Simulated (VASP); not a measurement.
Write the native input for VASP 6.6.1 that does the following.

```yaml
Task: single point
Functional: r2SCAN
Potentials_or_basis: VASP PAW PBE potentials, release 64 (Ba_sv, Te)
Cutoff: 520 eV
k_mesh: 6 × 6 × 4
Occupations: gaussian, width 0.01 eV
Spin: no spin polarisation
Dipole_correction: no
Further_INCAR_settings: ALGO = Normal; EDIFF = 1e-07; NBANDS = 24
```

The system is BaTe.

```
CELL_PARAMETERS angstrom
6.08931 0.00000 0.00000
-3.04466 5.27350 0.00000
0.00000 0.00000 7.14105
ATOMIC_POSITIONS crystal
Ba 0.33333 0.66667 0.93750
Ba 0.66667 0.33333 0.43750
Te 0.33333 0.66667 0.43750
Te 0.66667 0.33333 0.93750
```

This cell differs from its parent crystal: volume changed by +6%.

One way to write it, as run:

POSCAR

```
BaTe
1.0
    6.0893140328      0.0000000000      0.0000000000
   -3.0446570164      5.2735006441      0.0000000000
    0.0000000000      0.0000000000      7.1410479076
Ba Te
2 2
Direct
    0.3333333333      0.6666666667     -0.0625000000
    0.6666666667      0.3333333333      0.4375000000
    0.3333333333      0.6666666667      0.4375000000
    0.6666666667      0.3333333333      0.9375000000
```

INCAR.step1

```
PREC = Accurate
ENCUT = 520
ISMEAR = 0
SIGMA = 0.01
LREAL = False
LASPH = True
NELM = 80
NBANDS = 24
GGA = PE
ALGO = Normal
EDIFF = 1E-4
LWAVE = True
LCHARG = False
```

INCAR.step2

```
PREC = Accurate
ENCUT = 520
EDIFF = 1E-7
ISMEAR = 0
SIGMA = 0.01
LREAL = False
LASPH = True
NELM = 80
ALGO = Normal
ISIF = 2
LWAVE = False
LCHARG = False
METAGGA = R2SCAN
LMIXTAU = True
NBANDS = 24
ISTART = 1
```

KPOINTS

```
Automatic mesh
0
Gamma
  6 6 4
```

Potentials or basis: VASP PAW PBE potentials, release 64 (Ba_sv, Te).

Run with:

```sh
$ cat potpaw_PBE.64/Ba_sv/POTCAR potpaw_PBE.64/Te/POTCAR > POTCAR
$ cp INCAR.step1 INCAR
$ mpirun -np 1 vasp_std > vasp.out
$ cp INCAR.step2 INCAR
$ mpirun -np 1 vasp_std > vasp.out
```

Results of the run:

```json
{
 "Pressure": "-1.0 GPa",
 "Band gap on the k mesh": "2.33 eV, indirect (least direct gap 2.60 eV)"
}
```

Caveat: the PAW data sets were made with another functional, which shifts forces and pressure a little; spin-orbit coupling is left out, which moves the levels of the heavy elements.

Run time: 16 min on 1 thread of AMD EPYC 7R13, with other jobs on the host, peak memory 0.42 GiB.
